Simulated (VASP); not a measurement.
Zn, 1 atom in the cell. It takes space group Fm-3m (No. 225, cubic). Conventional cell: a = 3.930 Å, b = 3.930 Å, c = 3.930 Å, α = 90.00°, β = 90.00°, γ = 90.00°. Zn (site symmetry m-3m) has 12 Zn at 2.78 Å within 3.7 Å. 

- Program: VASP 6.6.1
- Task: single point
- Functional: PBEsol
- Potentials or basis: VASP PAW PBE potentials, release 64 (Zn)
- Cutoff: 520 eV
- k mesh: 13 × 13 × 13
- Occupations: fermi-dirac, width 0.15 eV
- Spin: no spin polarisation
- Dipole correction: no
- Further INCAR settings: ALGO = Normal; EDIFF = 1e-07; NBANDS = 12

Potentials or basis: VASP PAW PBE potentials, release 64 (Zn).

Command:

```console
$ cat potpaw_PBE.64/Zn/POTCAR > POTCAR
$ mpirun -np 1 vasp_std > vasp.out
```

Hardware: 1 thread of Intel Xeon 8259CL, on a shared host.

**Question.** How long does it take, and how much memory?

**Answer.** It took 17 s on 1 thread of Intel Xeon 8259CL (shared host), peak memory 0.14 GiB. Counts: scf iterations 11, k points 84.
